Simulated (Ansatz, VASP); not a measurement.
## One calculation of NaHF2, two programs

```
H F Na
1.0
     1.76284    1.01778    4.65150
    -1.76284    1.01778    4.65150
     0.00000   -2.03554    4.65150
H F Na
1 2 1
Direct
  0.50000 0.50000 0.50000
  0.41760 0.41760 0.41760
  0.58240 0.58240 0.58240
  0.00000 0.00000 0.00000
```

Alike in both runs: task single point; functional r2SCAN; k mesh 9 × 9 × 9; no spin polarisation.

|  | VASP | Ansatz |
| --- | --- | --- |
| version | VASP 6.6.1 | Ansatz 0.2.0 |
| potentials or method | VASP PAW PBE potentials, release 64 (H, F, Na_pv), cutoff 520 eV | PAW plane waves |
| occupations | fermi-dirac, width 0.1 eV | fermi-dirac |
| valence electrons in the cell | 22 | 24 |

Ansatz gave:

```
gap on the k mesh at the Fermi level (eV)                     : 7.56
pressure (GPa)                                                : -2.8
traceless stress, the component that is largest in VASP (GPa) : -1.60
rms of the force components (eV/Å)                            : 0.089
```

Estimate VASP's values.

gap on the k mesh at the Fermi level (eV): 7.57; pressure (GPa): -3.1; traceless stress, the component that is largest in VASP (GPa): -1.05; rms of the force components (eV/Å): 0.046.

VASP's potentials were made for PBE, not for r2SCAN. Atom by atom the forces differ by 0.043 eV/Å (rms over components). VASP's potentials hold 22 valence electrons a cell and Ansatz's 24, so a difference there can come from the potentials and not from the codes. Ansatz's warnings: structure snapped to symmetry.
